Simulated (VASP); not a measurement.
# WC (Qusongite) (P-6m2) in VASP: further runs

WC (Qusongite) is run at these levels: PBEsol; tasks: single point, relaxation of cell and atoms.

Everything below comes from runs of VASP 6.6.1. Logs are shortened: lines on timing, memory, paths and dates and some standing lists are left out, and cuts for length are marked.

### Step 1. The cell of the first run

The structure is hexagonal, space group P-6m2 (No. 187). The conventional cell has a = 2.899 Å, b = 2.899 Å, c = 2.826 Å, α = 90.00°, β = 90.00°, γ = 120.00°. Within 2.9 Å of W (site symmetry -6m2) lie 6 C at 2.19 Å and 8 W at 2.83 to 2.90 Å. C (site symmetry -6m2) has 6 W at 2.19 Å and 8 C at 2.83 to 2.90 Å within 2.9 Å.

### Step 2. Single point, PBEsol

INCAR

```
PREC     = Accurate       # precision mode
ENCUT    = 520            # plane-wave cutoff, eV
EDIFF    = 1E-6           # SCF threshold, eV
ISMEAR   = -1             # smearing method
SIGMA    = 0.1            # smearing width, eV
LREAL    = F              # projectors in reciprocal space
LASPH    = T              # aspherical terms in the spheres
NELM     = 80             # most SCF steps
ALGO     = Normal         # electronic algorithm
ISIF     = 2              # what is computed and relaxed
LWAVE    = F              # write WAVECAR
LCHARG   = F              # write CHGCAR
GGA      = PS             # functional
NBANDS   = 16             # bands
```

KPOINTS

```
regular mesh
0
Gamma
  10 10 9
```

POSCAR

```
WC
1.0
    2.8994685014      0.0000000000      0.0000000000
   -1.4497342507      2.5110133797      0.0000000000
    0.0000000000      0.0000000000      2.8261058560
W C
1 1
Direct
    0.0000000000      0.0000000000      0.0000000000
    0.6666666667      0.3333333333      0.5000000000
```

Potentials or basis: VASP PAW PBE potentials, release 64 (W_sv, C).

Command:

```console
$ cat potpaw_PBE.64/W_sv/POTCAR potpaw_PBE.64/C/POTCAR > POTCAR
$ mpirun -np 1 vasp_std > vasp.out
```

OUTCAR:

```text
PREC = Accurate
   ENCUT = 520
   EDIFF = 1E-6
   ISMEAR = -1
   LREAL = F
   LASPH = T
   NELM = 80
   ISIF = 2
   GGA = PS

 ion  position               nearest neighbor table
   1  0.000  0.000  0.000-   2 2.19   2 2.19   2 2.19   2 2.19   2 2.19   2 2.19
   2  0.667  0.333  0.500-   1 2.19   1 2.19   1 2.19   1 2.19   1 2.19   1 2.19

  LATTYP: Found a hexagonal cell.
 ALAT       =     2.8994685014
 C/A-ratio  =     0.9746978988

  Lattice vectors:

 A1 = (   2.8994685014,   0.0000000000,   0.0000000000)
 A2 = (  -1.4497342507,   2.5110133797,   0.0000000000)
 A3 = (   0.0000000000,   0.0000000000,   2.8261058560)

Analysis of symmetry for initial positions (statically):
=====================================================================
 Subroutine PRICEL returns:
 Original cell was already a primitive cell.

 Routine SETGRP: Setting up the symmetry group for a
 hexagonal supercell.

 Subroutine GETGRP returns: Found 12 space group operations
 (whereof 12 operations were pure point group operations)
 out of a pool of 24 trial point group operations.

The static configuration has the point symmetry D_3h.

Analysis of symmetry for dynamics (positions and initial velocities):
=====================================================================
 Subroutine PRICEL returns:
 Original cell was already a primitive cell.

 Routine SETGRP: Setting up the symmetry group for a
 hexagonal supercell.

 Subroutine GETGRP returns: Found 12 space group operations
 (whereof 12 operations were pure point group operations)
 out of a pool of 24 trial point group operations.

The dynamic configuration has the point symmetry D_3h.

 Subroutine INISYM returns: Found 12 space group operations
 (whereof 12 operations are pure point group operations),
 and found     1 'primitive' translations

----------------------------------------------------------------------------------------

                                     Primitive cell

  volume of cell :      20.5758

  direct lattice vectors                    reciprocal lattice vectors
     2.899468501  0.000000000  0.000000000     0.344890796  0.199122794  0.000000000
    -1.449734251  2.511013380  0.000000000     0.000000000  0.398245588  0.000000000
     0.000000000  0.000000000  2.826105856     0.000000000  0.000000000  0.353843788

  length of vectors
     2.899468501  2.899468501  2.826105856     0.398245588  0.398245588  0.353843788

  position of ions in fractional coordinates (direct lattice)
     0.000000000  0.000000000  0.000000000
     0.666666667  0.333333333  0.500000000

  ion indices of the primitive-cell ions
   primitive index   ion index
                 1           1
                 2           2

----------------------------------------------------------------------------------------

 KPOINTS: regular mesh

Automatic generation of k-mesh.
 Grid dimensions read from file:
 generate k-points for:   10   10    9

 Generating k-lattice:

  Cartesian coordinates                     Fractional coordinates (reciprocal lattice)
     0.034489080  0.019912279  0.000000000     0.100000000 -0.000000000  0.000000000
     0.000000000  0.039824559  0.000000000     0.000000000  0.100000000  0.000000000
     0.000000000  0.000000000  0.039315976     0.000000000  0.000000000  0.111111111

  Length of vectors
     0.039824559  0.039824559  0.039315976

  Shift w.r.t. Gamma in fractional coordinates (k-lattice)
     0.000000000  0.000000000  0.000000000

 Subroutine IBZKPT returns following result:
 ===========================================

 Found     70 irreducible k-points:

 Following reciprocal coordinates:
            Coordinates               Weight
  0.000000  0.000000  0.000000      1.000000
  0.100000  0.000000  0.000000      6.000000
  0.200000  0.000000  0.000000      6.000000
  0.300000  0.000000  0.000000      6.000000
  0.400000  0.000000  0.000000      6.000000
  0.500000  0.000000  0.000000      3.000000
[... 16 lines left out ...]
  0.300000  0.100000  0.111111     24.000000
  0.400000  0.100000  0.111111     24.000000
 [... further k-points ...]
   k-points           NKPTS =     70   k-points in BZ     NKDIM =     70   number of bands    NBANDS=     16
   number of dos      NEDOS =    301   number of ions     NIONS =      2
   total plane-waves  NPLWV =  13824
   dimension x,y,z NGX =    24 NGY =   24 NGZ =   24
   dimension x,y,z NGXF=    48 NGYF=   48 NGZF=   48
   ions per type =               1   1
   NGX,Y,Z   is equivalent  to a cutoff of  13.76, 13.76, 14.12 a.u.
   NGXF,Y,Z  is equivalent  to a cutoff of  27.52, 27.52, 28.24 a.u.
 SYSTEM =  unknown system
   PREC   = accura    normal or accurate (medium, high low for compatibility)
   ISTART =      0    job   : 0-new  1-cont  2-samecut
   ICHARG =      2    charge: 1-file 2-atom 10-const
   ISPIN  =      1    spin polarized calculation?
   LNONCOLLINEAR =      F non collinear calculations
   LSORBIT =      F    spin-orbit coupling
   LASPH  =      T    aspherical Exc in radial PAW
   ENCUT  =  520.0 eV  38.22 Ry    6.18 a.u.   5.39  5.39  5.25*2*pi/ulx,y,z
   NELM   =     80;   NELMIN=  2; NELMDL= -5     # of ELM steps
   EDIFF  = 0.1E-05   stopping-criterion for ELM
   LREAL  =      F    real-space projection
   EDIFFG = 0.1E-04   stopping-criterion for IOM
   NSW    =      0    number of steps for IOM
   IBRION =     -1    ionic relax: 0-MD 1-quasi-New 2-CG
   NFREE  =      0    steps in history (QN), initial steepest desc. (CG)
   ISIF   =      2    stress and relaxation
   ISYM   =      2    0-nonsym 1-usesym 2-fastsym
   POTIM  = 0.5000    time-step for ionic-motion
   TEBEG  =    0.0;   TEEND  =   0.0 temperature during run
   PSTRESS=    0.0 pullay stress
   NELECT =      18.0000    total number of electrons
   NUPDOWN=      -1.0000    fix difference up-down
   EMIN   =  10.00;   EMAX   =-10.00  energy-range for DOS
   EFERMI =   0.00;   METHOD = LEGACY
   ISMEAR =    -1;   SIGMA  =   0.10  broadening in eV -4-tet -1-fermi 0-gaus
   EFERMI_NEDOS =   21; number of points for ismear=-14 and -15
   IALGO  =     38    algorithm
   IMIX   =      4    mixing-type and parameters
     AMIX     =   0.40;   BMIX     =  1.00
     AMIX_MAG =   1.60;   BMIX_MAG =  1.00
  volume/ion in A,a.u.               =      10.29        69.43
  Fermi-wavevector in a.u.,A,eV,Ry     =   1.565719  2.958779 33.354340  2.451475
  Thomas-Fermi vector in A             =   2.668153
   LORBIT       =      0    0 simple, 1 ext, 2 COOP (PROOUT), +10 PAW based schemes
   GGA     = PS    functional components
   LHFCALC =     F    Hartree Fock is set to
   AEXX    =    0.0000 exact exchange contribution
   IVDW    =     0    specifies the selected vdW correction
   LEPSILON=     F    determine dielectric tensor
   LRPA    =     F    only Hartree local field effects (RPA)
 non-spin polarized calculation
  energy-cutoff  :      520.00
  volume of cell :       20.58
 maximum number of plane-waves:       575
 NGX is ok and might be reduce to    24
   NGX = 11   NGY = 11   NGZ = 11

 number of electron      18.0000001 magnetization

 Free energy of the ion-electron system (eV)
  ---------------------------------------------------
  ext. energy  EPLUGINS =         0.00000000
  ---------------------------------------------------
  free energy    TOTEN  =       -23.90743182 eV

  energy without entropy =      -23.89981439  energy(sigma->0) =      -23.90362310

 E-fermi :  11.0646     XC(G=0): -13.9751

 val. band max:       11.0469037890   @ k =   0.1000   0.0000   0.3333
 cond. band min:      11.0892356006   @ k =   0.4000   0.2000   0.0000
 fundamental gap:      0.0423318115
 Fermi energy:        11.0646024282

 k-point     1 :       0.0000    0.0000    0.0000
  band No.  band energies     occupation
      1     -62.8597      2.00000
      2     -26.8467      2.00000
      3     -26.7406      2.00000
      4     -26.7406      2.00000
      5      -3.4422      2.00000
      6       6.6767      2.00000
[... 8 lines left out ...]
     15      25.4492      0.00000
     16      27.8253      0.00000

 k-point     2 :       0.1000    0.0000    0.0000
  band No.  band energies     occupation
      1     -62.8539      2.00000
      2     -26.8358      2.00000
      3     -26.8255      2.00000
      4     -26.7598      2.00000
      5      -3.1770      2.00000
      6       6.7078      2.00000
[... 8 lines left out ...]
     15      24.9862      0.00000
     16      28.3784      0.00000

 k-point     3 :       0.2000    0.0000    0.0000
  band No.  band energies     occupation
      1     -62.8387      2.00000
      2     -27.0428      2.00000
      3     -26.8097      2.00000
      4     -26.8071      2.00000
      5      -2.4486      2.00000
      6       5.9875      2.00000
[... 8 lines left out ...]
     15      24.7867      0.00000
     16      29.5557      0.00000

 k-point     4 :       0.3000    0.0000    0.0000
  band No.  band energies     occupation
      1     -62.8199      2.00000
      2     -27.3024      2.00000
      3     -26.8706      2.00000
      4     -26.7713      2.00000
      5      -1.4447      2.00000
      6       5.0029      2.00000
[... 8 lines left out ...]
     15      25.7277      0.00000
     16      28.4668      0.00000
[... 324 lines left out ...]
 k-point    22 :       0.2000    0.1000    0.1111
  band No.  band energies     occupation
      1     -62.8214      2.00000
      2     -27.1826      2.00000
      3     -26.8743      2.00000
      4     -26.8619      2.00000
      5      -1.5836      2.00000
      6       5.5413      2.00000
[... 8 lines left out ...]
     15      24.6857      0.00000
     16      28.8360      0.00000

 k-point    23 :       0.3000    0.1000    0.1111
  band No.  band energies     occupation
      1     -62.8045      2.00000
      2     -27.3966      2.00000
      3     -26.9319      2.00000
      4     -26.8398      2.00000
      5      -0.6404      2.00000
      6       4.6665      2.00000
[... 8 lines left out ...]
     15      25.3943      0.00000
     16      27.7329      0.00000

 k-point    24 :       0.4000    0.1000    0.1111
  band No.  band energies     occupation
      1     -62.7940      2.00000
      2     -27.5258      2.00000
      3     -26.9747      2.00000
      4     -26.8183      2.00000
      5       0.0561      2.00000
      6       4.0978      2.00000
[... 8 lines left out ...]
     15      24.5415      0.00000
     16      28.5733      0.00000

 [... further k-points ...]
[... 5 lines left out ...]
  --------------------------------------------------------------------------------------
  -------------------------------------------------------------------------------------
  Total        0.1507030      0.1507030      0.1960426      0.0000000      0.0000000      0.0000000
  in kB       11.7348274     11.7348274     15.2652978      0.0000000      0.0000000      0.0000000
  external PRESSURE =      12.9116508 kB  Pullay stress =       0.0000000 kB

 VOLUME and BASIS-vectors are now :
 -----------------------------------------------------------------------------
  energy-cutoff  :      520.00
  volume of cell :       20.58
      direct lattice vectors                 reciprocal lattice vectors
     2.899468501  0.000000000  0.000000000     0.344890796  0.199122794  0.000000000
    -1.449734251  2.511013380  0.000000000     0.000000000  0.398245588  0.000000000
     0.000000000  0.000000000  2.826105856     0.000000000  0.000000000  0.353843788

 POSITION                                       TOTAL-FORCE (eV/Angst)
 -----------------------------------------------------------------------------------
      0.00000      0.00000      0.00000         0.000000      0.000000      0.000000
      1.44973      0.83700      1.41305         0.000000     -0.000000      0.000000
 -----------------------------------------------------------------------------------
    total drift:                                0.000000     -0.000000      0.000000

  FREE ENERGIE OF THE ION-ELECTRON SYSTEM (eV)
  ---------------------------------------------------
  free  energy   TOTEN  =       -23.9074318216 eV

  energy  without entropy=      -23.8998143854  energy(sigma->0) =      -23.90362310
```

It took 9.3 s on 1 thread of Intel Xeon Platinum 8559C (Emerald Rapids), shared host; peak memory 0.15 GiB.

Results:

```
Free energy            : -23.9074 eV
Pressure               : 1.3 GPa
Band gap on the k mesh : zero (band 9 reaches 11.73 eV, above the bottom of band 10 at 10.49 eV)
```

Caveat: the PAW data sets were made with another functional, which shifts forces and pressure a little; spin-orbit coupling is left out, which moves the levels of the heavy elements.

(Continued in part 2 of 2.)
